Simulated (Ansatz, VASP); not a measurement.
## One calculation of TiB2, two programs

```xyz
6
Lattice="0.0000 5.0576 5.0576 5.0576 0.0000 5.0576 5.0576 5.0576 0.0000" Properties=species:S:1:pos:R:3 pbc="T T T"
Ti    7.5865    7.5865    7.5865
Ti    5.0576    5.0576    5.0576
B     6.3221    6.3221    6.3221
B     3.7932    3.7932    6.3221
B     3.7932    6.3221    3.7932
B     6.3221    3.7932    3.7932
```

Alike in both runs: functional PBE; k mesh 4 × 4 × 4; occupations gaussian, width 0.1 eV; no spin polarisation.

Ansatz relaxed the structure, and its values are those at the end. VASP's run is a single point on that final structure, the one shown.

```csv
,VASP,Ansatz
version,VASP 6.6.1,Ansatz 0.2.0
potentials or method,"VASP PAW PBE potentials, release 64 (Ti_sv, B), cutoff 520 eV","scalar-relativistic, plane waves, PAW"
valence electrons in the cell,36,36
```

|  | VASP | Ansatz | Ansatz less VASP |
| --- | --- | --- | --- |
| gap on the k mesh at the Fermi level (eV) | none | none | - |
| pressure (GPa) | 0.3 | 0.4 | +0.05 |

A gap of «none» marks a metal or a gap that the smearing closes.
